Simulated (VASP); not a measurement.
A run of VASP 6.6.1 is set up as follows.

POSCAR

```
GaSb
1.0
    0.0000000000      3.0658788003      3.0658788003
    3.0658788003      0.0000000000      3.0658788003
    3.0658788003      3.0658788003      0.0000000000
Ga Sb
1 1
Direct
    0.0000000000      0.0000000000      0.0000000000
    0.2500000000      0.2500000000      0.2500000000
```

The input INCAR.step1:

```
PREC = Accurate
ENCUT = 520
EDIFF = 1E-5
ISMEAR = -1
SIGMA = 0.02
LREAL = False
LASPH = True
NELM = 100
ALGO = Normal
ISIF = 2
LWAVE = True
LCHARG = False
NBANDS = 16
GGA = PE
```

File INCAR.step2:

```
PREC = Accurate
ENCUT = 520
EDIFF = 1E-6
ISMEAR = -1
SIGMA = 0.02
LREAL = False
LASPH = True
NELM = 100
ALGO = Normal
ISIF = 2
LWAVE = False
LCHARG = False
GGA = PE
LHFCALC = True
AEXX = 0.5
HFSCREEN = 0.3
PRECFOCK = Normal
NBANDS = 16
ISTART = 1
```

File KPOINTS:

```
Automatic mesh
0
Gamma
  4 4 4
```

Potentials or basis: VASP PAW PBE potentials, release 64 (Ga_d, Sb).

The run is started by

```sh
$ cat potpaw_PBE.64/Ga_d/POTCAR potpaw_PBE.64/Sb/POTCAR > POTCAR
$ cp INCAR.step1 INCAR
$ mpirun -np 1 vasp_std > vasp.out
$ cp INCAR.step2 INCAR
$ mpirun -np 1 vasp_std > vasp.out
```

Question: What does it give for the band gap on the k mesh?

Answer: 1.61 eV.

Question: What does it give for the pressure?

Answer: -2.5 GPa.

Caveat: the k points lie up to 0.44 Å⁻¹ apart; the PAW data sets were made with another functional, which shifts forces and pressure a little; spin-orbit coupling is left out, which moves the levels of the heavy elements. A k mesh can miss the band edges.
